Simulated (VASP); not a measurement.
# Zr2BiN2 (P4/mmm) in VASP: further runs, part 2 of 2

VASP 6.6.1. The steps go on from the part before.

**3. Single point, PBE**

This run uses another cell than the first one, of 29.69 Å³/atom.

Input file INCAR:

```
SYSTEM = Zr2BiN2
ALGO     = Normal         ! electronic algorithm
EDIFF    = 1E-6           ! SCF threshold, eV
ENCUT    = 520            ! plane-wave cutoff, eV
GGA      = PE             ! functional
ISIF     = 2              ! what is computed and relaxed
ISMEAR   = 0              ! smearing method
LASPH    = .TRUE.         ! aspherical terms in the spheres
LCHARG   = .FALSE.        ! write CHGCAR
LREAL    = .FALSE.        ! projectors in reciprocal space
LWAVE    = .FALSE.        ! write WAVECAR
NBANDS   = 32             ! bands
NELM     = 100            ! most SCF steps
PREC     = Accurate       ! precision mode
SIGMA    = 0.1            ! smearing width, eV
```

Input file KPOINTS:

```
k-points
0
G
  6 6 10
  0 0 0
```

Input file POSCAR:

```
Zr2BiN2
1.0
    6.0994545045      0.0000000000      0.0000000000
    0.0000000000      6.0994545045      0.0000000000
    0.0000000000      0.0000000000      3.9900153491
Zr Bi N
2 1 2
Direct
    0.5000000000      0.0000000000      0.0000000000
    0.0000000000      0.5000000000      0.0000000000
    0.5000000000      0.5000000000      0.0000000000
    0.5000000000      0.0000000000      0.5000000000
    0.0000000000      0.5000000000      0.5000000000
```

Potentials or basis: VASP PAW PBE potentials, release 64 (Zr_sv, Bi_d, N).

On the command line:

```bash
cat potpaw_PBE.64/Zr_sv/POTCAR potpaw_PBE.64/Bi_d/POTCAR potpaw_PBE.64/N/POTCAR > POTCAR
mpirun -np 1 vasp_std > vasp.out
```

Wall time 9.6 min (1 thread of Intel Xeon 8259CL, shared host); peak memory 0.42 GiB.

The run converged. Its results:

```yaml
Free_energy: -35.4378 eV
Pressure: 0.1 GPa
Band_gap_on_the_k_mesh: zero (an odd number of electrons rules out a gap without spin polarisation)
```

Stress tensor (GPa, compression positive):
```
-0.03  0.00  0.00
 0.00 -0.03  0.00
 0.00  0.00  0.30
```

Levels at points of the mesh, in eV from the Fermi level:
| k point | band 22 | band 23 | band 24 | band 25 | band 26 | band 27 |
| --- | --- | --- | --- | --- | --- | --- |
| (0.00, 0.00, 0.00) | -0.28 | 0.04 | 0.29 | 0.49 | 0.49 | 1.14 |
| (0.50, 0.00, 0.00) | -0.02 | 0.06 | 0.24 | 0.36 | 0.62 | 0.74 |
| (0.50, 0.50, 0.00) | -0.79 | 0.10 | 0.25 | 0.25 | 0.37 | 0.37 |
| (0.00, 0.00, 0.50) | -2.55 | -1.65 | -0.93 | -0.93 | -0.29 | 0.01 |
| (0.50, 0.00, 0.50) | -2.75 | -2.69 | -1.36 | -0.53 | 0.47 | 0.61 |
| (0.50, 0.50, 0.50) | -2.83 | -2.56 | -2.46 | 0.14 | 0.63 | 0.63 |

Caveat: spin-orbit coupling is left out, which moves the levels of the heavy elements.

**4. Relaxation of cell and atoms, PBE**

This run uses another cell than the first one, of 29.03 Å³/atom.

Input file INCAR:

```
SYSTEM = Zr2BiN2
ALGO     = Normal         ! electronic algorithm
EDIFF    = 1E-6           ! SCF threshold, eV
EDIFFG   = -0.01          ! ionic threshold
ENCUT    = 600            ! plane-wave cutoff, eV
GGA      = PE             ! functional
IBRION   = 2              ! ionic algorithm
ISIF     = 3              ! what is computed and relaxed
ISMEAR   = 0              ! smearing method
LASPH    = .TRUE.         ! aspherical terms in the spheres
LCHARG   = .FALSE.        ! write CHGCAR
LREAL    = .FALSE.        ! projectors in reciprocal space
LWAVE    = .FALSE.        ! write WAVECAR
NELM     = 100            ! most SCF steps
NSW      = 100            ! ionic steps
PREC     = Accurate       ! precision mode
SIGMA    = 0.1            ! smearing width, eV
```

KPOINTS is that of step 3.

Edit POSCAR of step 3 so:

```diff
@@ -2,5 +2,5 @@
 1.0
-    6.0994545045      0.0000000000      0.0000000000
-    0.0000000000      6.0994545045      0.0000000000
-    0.0000000000      0.0000000000      3.9900153491
+    6.0277861410      0.0000000000      0.0000000000
+    0.0000000000      6.0277861410      0.0000000000
+    0.0000000000      0.0000000000      3.9950083590
 Zr Bi N
```

Potentials or basis: VASP PAW PBE potentials, release 64 (Zr_sv, Bi_d, N).

On the command line:

```bash
cat potpaw_PBE.64/Zr_sv/POTCAR potpaw_PBE.64/Bi_d/POTCAR potpaw_PBE.64/N/POTCAR > POTCAR
mpirun -np 1 vasp_std > vasp.out
```

OUTCAR:

```text
SYSTEM = Zr2BiN2
   EDIFF = 1E-6
   EDIFFG = -0.01
   ENCUT = 600
   GGA = PE
   IBRION = 2
   ISIF = 3
   ISMEAR = 0
   LASPH = .TRUE.
   LREAL = .FALSE.
   NELM = 100
   NSW = 100
   PREC = Accurate

 ion  position               nearest neighbor table
   1  0.500  0.000  0.000-   4 2.00   4 2.00   3 3.01   3 3.01
   2  0.000  0.500  0.000-   5 2.00   5 2.00   3 3.01   3 3.01
   3  0.500  0.500  0.000-   1 3.01   2 3.01   1 3.01   2 3.01
   4  0.500  0.000  0.500-   1 2.00   1 2.00
   5  0.000  0.500  0.500-   2 2.00   2 2.00

  LATTYP: Found a simple tetragonal cell.
 ALAT       =     6.0277861410
 C/A-ratio  =     0.6627654442

  Lattice vectors:

 A1 = (   6.0277861410,   0.0000000000,   0.0000000000)
 A2 = (   0.0000000000,   6.0277861410,   0.0000000000)
 A3 = (   0.0000000000,   0.0000000000,   3.9950083590)

Analysis of symmetry for initial positions (statically):
[... 337 lines left out ...]

 Free energy of the ion-electron system (eV)
  ---------------------------------------------------
  ext. energy  EPLUGINS =         0.00000000
  ---------------------------------------------------
  free energy    TOTEN  =       -35.43898030 eV

  energy without entropy =      -35.41687885  energy(sigma->0) =      -35.42792958

 E-fermi :   3.3347     XC(G=0):  -8.3078

 val. band max:        3.3192157219   @ k =   0.5000   0.0000   0.0000
 cond. band min:       3.3430904375   @ k =   0.0000   0.0000   0.5000
 fundamental gap:      0.0238747156
 Fermi energy:         3.3347388227

 k-point     1 :       0.0000    0.0000    0.0000
  band No.  band energies     occupation
      1     -46.0155      2.00000
      2     -46.0139      2.00000
      3     -24.2917      2.00000
      4     -24.2917      2.00000
      5     -24.1669      2.00000
      6     -24.1669      2.00000
[... 757 lines left out ...]
     28       4.2963      0.00000
     29       5.2259      0.00000

 [... further k-points ...]
[... 5 lines left out ...]
  --------------------------------------------------------------------------------------
  -------------------------------------------------------------------------------------
  Total       -0.0099002     -0.0099002      0.0039383      0.0000000     -0.0000000      0.0000000
  in kB       -0.1069722     -0.1069722      0.0425532      0.0000000     -0.0000000      0.0000000
  external PRESSURE =      -0.0571304 kB  Pullay stress =       0.0000000 kB
[... 20 lines left out ...]
  FREE ENERGIE OF THE ION-ELECTRON SYSTEM (eV)
  ---------------------------------------------------
  free  energy   TOTEN  =       -35.4389803024 eV

  energy  without entropy=      -35.4168788537  energy(sigma->0) =      -35.42792958

 reached required accuracy - stopping structural energy minimisation
```

OSZICAR:

```text
N       E                     dE             d eps       ncg     rms          rms(c)
DAV:   1     0.596451936711E+03    0.59645E+03   -0.26189E+04  3504   0.183E+03
DAV:   2     0.312699567436E+02   -0.56518E+03   -0.54716E+03  3855   0.502E+02
DAV:   3    -0.436541716732E+02   -0.74924E+02   -0.72517E+02  5640   0.173E+02
[... 52 lines left out ...]
DAV:   5    -0.354389871454E+02   -0.23907E-04   -0.61312E-04  4733   0.125E-01    0.683E-02
DAV:   6    -0.354389810939E+02    0.60514E-05   -0.24178E-04  6193   0.979E-02    0.183E-02
DAV:   7    -0.354389813453E+02   -0.25142E-06   -0.16191E-05  4409   0.220E-02    0.857E-03
DAV:   8    -0.354389801715E+02    0.11739E-05   -0.17528E-06  2779   0.962E-03    0.170E-03
DAV:   9    -0.354389803024E+02   -0.13097E-06   -0.42628E-07  2030   0.507E-03
   5 F= -.35438980E+02 E0= -.35427930E+02  d E =-.334662E-02
```

It took 33 min on 1 thread of Intel Xeon 8259CL, shared host; peak memory 0.49 GiB.

Results:

| Item | Value |
| --- | --- |
| Free energy | -35.4390 eV |
| Relaxed volume | 29.66 Å³/atom |
| Relaxed cell | a = 6.093 Å, b = 6.093 Å, c = 3.994 Å, α = 90.00°, β = 90.00°, γ = 90.00° |
| Space group after relaxing (to 0.1 Å) | P4/mmm (No. 123) |
| Energy gained by relaxing | 1.3 meV/atom |
| Ionic steps | 5 |
| Pressure after relaxing | 0.0 GPa |
| Band gap on the k mesh | zero (an odd number of electrons rules out a gap without spin polarisation) |

The path:
```tsv
step	energy change (eV)	largest force (eV/Å)	pressure (GPa)	volume (Å³)
1	0.0000	0.0000	0.70	145.16
2	-0.0006	0.0000	-0.55	147.84
3	-0.0031	0.0000	0.02	146.57
4	-0.0060	0.0000	0.00	147.62
5	-0.0064	0.0000	-0.01	148.28
```

Final structure:
```
Zr Bi N
1.0
     6.09290    0.00000    0.00000
     0.00000    6.09290    0.00000
     0.00000    0.00000    3.99424
Zr Bi N
2 1 2
Cartesian
  3.0465 0.0000 0.0000
  0.0000 3.0465 0.0000
  3.0465 3.0465 0.0000
  3.0465 0.0000 1.9971
  0.0000 3.0465 1.9971
```

Caveat: spin-orbit coupling is left out, which moves the levels of the heavy elements.

**5. The runs side by side**

| task | cell | k mesh | cutoff (eV) | gap on the mesh (eV) | pressure (GPa) | relaxed volume (Å³/atom) |
| --- | --- | --- | --- | --- | --- | --- |
| relaxation of cell and atoms | relaxed from a = 4.508, b = 4.508, c = 4.438 Å, 5 atoms | 4 × 4 × 4 | 600 | none | 0.0 | 27.82 |
| single point | a = 6.099, b = 6.099, c = 3.990 Å, 5 atoms | 6 × 6 × 10 | 520 | none | 0.1 | - |
| relaxation of cell and atoms | relaxed from a = 6.028, b = 6.028, c = 3.995 Å, 5 atoms | 6 × 6 × 10 | 600 | none | 0.0 | 29.66 |

Alike in all rows: level PBE; potentials or basis VASP PAW PBE potentials, release 64 (Zr_sv, Bi_d, N); no spin polarisation; smearing gaussian 0.1 eV.

Caveats: spin-orbit coupling is left out, which moves the levels of the heavy elements; the volume moved by over 15 % at a fixed basis, so the end points are rough (at least some runs).

Total energies depend on the potentials used, so only differences within one code and one set of settings carry meaning.

The gap in the log of VASP goes by the Fermi energy; the results here count the filled bands.